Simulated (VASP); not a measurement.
# V (Fd-3m) in VASP: further runs, part 2 of 2

VASP 6.6.1. The steps go on from the part before.

## Step 4: Relaxation of cell and atoms, LDA

This run uses another cell than the first one, of 15.68 Å³/atom, 1.031 times its volume.

INCAR

```
SYSTEM = V
ALGO = Normal
EDIFF = 1E-6
EDIFFG = -0.005
ENCUT = 600
IBRION = 2
ISIF = 3
ISMEAR = -1
LASPH = .True.
LCHARG = .False.
LREAL = .False.
LWAVE = .False.
NELM = 60
NSW = 60
PREC = Accurate
SIGMA = 0.05
```

KPOINTS

```
k-points
0
Gamma
  13 13 13
  0 0 0
```

POSCAR

```
V
1.0
    0.0000000000      2.5027968698      2.5027968698
    2.5027968698      0.0000000000      2.5027968698
    2.5027968698      2.5027968698      0.0000000000
V
2
Direct
   -0.1250000000     -0.1250000000     -0.1250000000
    0.1250000000      0.1250000000      0.1250000000
```

Potentials or basis: VASP PAW LDA potentials, release 64 (V_sv).

Run with:

```console
> cat potpaw_LDA.64/V_sv/POTCAR > POTCAR
> mpirun -np 1 vasp_std > vasp.out
```

OUTCAR:

```text
SYSTEM = V
   EDIFF = 1E-6
   EDIFFG = -0.005
   ENCUT = 600
   IBRION = 2
   ISIF = 3
   ISMEAR = -1
   LASPH = .True.
   LREAL = .False.
   NELM = 60
   NSW = 60
   PREC = Accurate

 ion  position               nearest neighbor table
   1  0.875  0.875  0.875-   2 2.17   2 2.17   2 2.17   2 2.17
   2  0.125  0.125  0.125-   1 2.17   1 2.17   1 2.17   1 2.17

  LATTYP: Found a face centered cubic cell.
 ALAT       =     5.0055937396

  Lattice vectors:

 A1 = (   0.0000000000,   2.5027968698,   2.5027968698)
 A2 = (   2.5027968698,   0.0000000000,   2.5027968698)
 A3 = (   2.5027968698,   2.5027968698,   0.0000000000)

Analysis of symmetry for initial positions (statically):
=====================================================================
[... 357 lines left out ...]
  ---------------------------------------------------
  ext. energy  EPLUGINS =         0.00000000
  ---------------------------------------------------
  free energy    TOTEN  =       -15.08243889 eV

  energy without entropy =      -15.05176408  energy(sigma->0) =      -15.06710149

 E-fermi :   7.0722     XC(G=0): -11.6973

 val. band max:        7.0699222313   @ k =   0.1538   0.1538   0.0000
 cond. band min:       7.0873816256   @ k =  -0.2308   0.3846   0.1538
 fundamental gap:      0.0174593943
 Fermi energy:         7.0722307807

 k-point     1 :       0.0000    0.0000    0.0000
  band No.  band energies     occupation
      1     -55.9405      2.00000
      2     -55.0304      2.00000
      3     -30.4299      2.00000
      4     -30.4299      2.00000
      5     -30.4299      2.00000
      6     -29.3101      2.00000
[... 457 lines left out ...]
      4     -30.6094      2.00000
      5     -30.2946      2.00000
      6     -29.4504      2.00000
[... 9 lines left out ...]
     16       9.1321      0.00000
     17       9.5559      0.00000

 [... further k-points ...]
[... 5 lines left out ...]
  --------------------------------------------------------------------------------------
  -------------------------------------------------------------------------------------
  Total       -0.0080858     -0.0080858     -0.0080858      0.0000000     -0.0000000     -0.0000000
  in kB       -0.3876911     -0.3876911     -0.3876911      0.0000000     -0.0000000     -0.0000000
  external PRESSURE =      -0.3876911 kB  Pullay stress =       0.0000000 kB
[... 17 lines left out ...]
  FREE ENERGIE OF THE ION-ELECTRON SYSTEM (eV)
  ---------------------------------------------------
  free  energy   TOTEN  =       -15.0824388928 eV

  energy  without entropy=      -15.0517640820  energy(sigma->0) =      -15.06710149

 reached required accuracy - stopping structural energy minimisation
```

OSZICAR:

```text
N       E                     dE             d eps       ncg     rms          rms(c)
DAV:   1     0.371554933829E+03    0.37155E+03   -0.18027E+04  2856   0.194E+03
DAV:   2    -0.355268269289E+01   -0.37511E+03   -0.37281E+03  2870   0.591E+02
DAV:   3    -0.154312376338E+02   -0.11879E+02   -0.11644E+02  3913   0.122E+02
DAV:   4    -0.156105050101E+02   -0.17927E+00   -0.17793E+00  3199   0.144E+01
[... 41 lines left out ...]
DAV:   1    -0.150829550950E+02   -0.52623E-03   -0.11131E-02  3064   0.148E+00    0.248E-01
DAV:   2    -0.150824529591E+02    0.50214E-03   -0.35493E-03  3148   0.613E-01    0.525E-02
DAV:   3    -0.150824427994E+02    0.10160E-04   -0.37571E-05  2893   0.651E-02    0.259E-02
DAV:   4    -0.150824389113E+02    0.38881E-05   -0.12633E-05  2891   0.241E-02    0.159E-03
DAV:   5    -0.150824388928E+02    0.18495E-07   -0.96934E-07  1545   0.877E-03
   6 F= -.15082439E+02 E0= -.15067101E+02  d E =-.144507E-04
```

It took 2.1 min on 1 thread of Intel Xeon Platinum 8259CL at 2.50GHz (Skylake/Cascade Lake), shared host; peak memory 0.17 GiB.

Results:

| Quantity | Value |
| --- | --- |
| Free energy | -15.0824 eV |
| Relaxed volume | 16.71 Å³/atom |
| Relaxed cell | a = 3.615 Å, b = 3.615 Å, c = 3.615 Å, α = 60.00°, β = 60.00°, γ = 60.00° |
| Space group after relaxing (to 0.05 Å) | Fd-3m (No. 227) |
| Energy gained by relaxing | 19.4 meV/atom |
| Ionic steps | 6 |
| Pressure after relaxing | 0.0 GPa |
| Band gap on the k mesh | zero (band 13 reaches 7.58 eV, above the bottom of band 14 at 6.41 eV) |

The path:
```csv
step,energy change (eV),largest force (eV/Å),pressure (GPa),volume (Å³)
1,0.0000,0.0000,6.30,31.36
2,-0.0335,0.0000,-2.10,34.24
3,-0.0388,0.0000,0.05,33.42
4,-0.0388,0.0000,-0.16,33.46
5,-0.0388,0.0000,0.18,33.38
6,-0.0388,0.0000,-0.04,33.42
```

Final structure:
```
V
1.0
     0.00000    2.55646    2.55646
     2.55646    0.00000    2.55646
     2.55646    2.55646    0.00000
V
2
Direct
  0.87500 0.87500 0.87500
  0.12500 0.12500 0.12500
```

## Step 5: Summary

| task | cell | cutoff (eV) | gap on the mesh (eV) | pressure (GPa) |
| --- | --- | --- | --- | --- |
| single point | a = 3.504 Å, angles 60.0°, 2 atoms | 520 | none | 9.6 |
| single point | a = 3.602 Å, angles 60.0°, 2 atoms | 520 | none | 1.0 |
| relaxation of cell and atoms | relaxed from a = 3.539 Å, angles 60.0°, 2 atoms | 600 | none | 0.0 |

Alike in all rows: level LDA; potentials or basis VASP PAW LDA potentials, release 64 (V_sv); no spin polarisation; k mesh 13 × 13 × 13; smearing fermi-dirac 0.05 eV.

Total energies depend on the potentials used, so only differences within one code and one set of settings carry meaning.
